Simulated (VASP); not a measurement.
BiCClO2, 10 atoms in the cell. It takes space group C2/m (No. 12, monoclinic). Conventional cell: a = 6.032 Å, b = 5.961 Å, c = 9.565 Å, α = 90.00°, β = 95.23°, γ = 90.00°. Within 1.7 Å of C (site symmetry 2) lie 2 O at 1.28 Å and 1 C at 1.59 Å. Within 4.3 Å of Cl (site symmetry m) lie 5 Bi at 3.09 to 3.26 Å and 4 O at 3.27 to 3.40 Å and 8 Cl at 3.72 to 4.24 Å and 2 C at 3.86 Å. O (site symmetry 1) has 1 C at 1.28 Å within 1.7 Å. Within 3.4 Å of Bi (site symmetry m) lie 4 O at 2.54 to 2.75 Å and 5 Cl at 3.09 to 3.26 Å and 2 C at 3.34 Å. 

* Program: VASP 6.6.1
* Task: single point
* Functional: PBE0
* Potentials or basis: VASP PAW PBE potentials, release 64 (C, Cl, O, Bi_d)
* Cutoff: 520 eV
* k mesh: 3 × 3 × 1
* Occupations: fermi-dirac, width 0.1 eV
* Spin: no spin polarisation
* Dipole correction: no
* Grid for exact exchange (PRECFOCK): Fast
* Further INCAR settings: ALGO = Normal; EDIFF = 1e-06; NBANDS = 49
* Share of exact exchange: 0.25

Potentials or basis: VASP PAW PBE potentials, release 64 (C, Cl, O, Bi_d).

The run is started by

```sh
$ cat potpaw_PBE.64/C/POTCAR potpaw_PBE.64/Cl/POTCAR potpaw_PBE.64/O/POTCAR potpaw_PBE.64/Bi_d/POTCAR > POTCAR
$ cp INCAR.step1 INCAR
$ mpirun -np 1 vasp_std > vasp.out
$ cp INCAR.step2 INCAR
$ mpirun -np 1 vasp_std > vasp.out
```

Hardware: 1 thread of Intel Xeon 8259CL (shared host).

Problem. Estimate the wall time of this run.

Solution. Run time: 19 min on 1 thread of Intel Xeon 8259CL, with other jobs on the host, peak memory 0.29 GiB. Counts: k points 4.
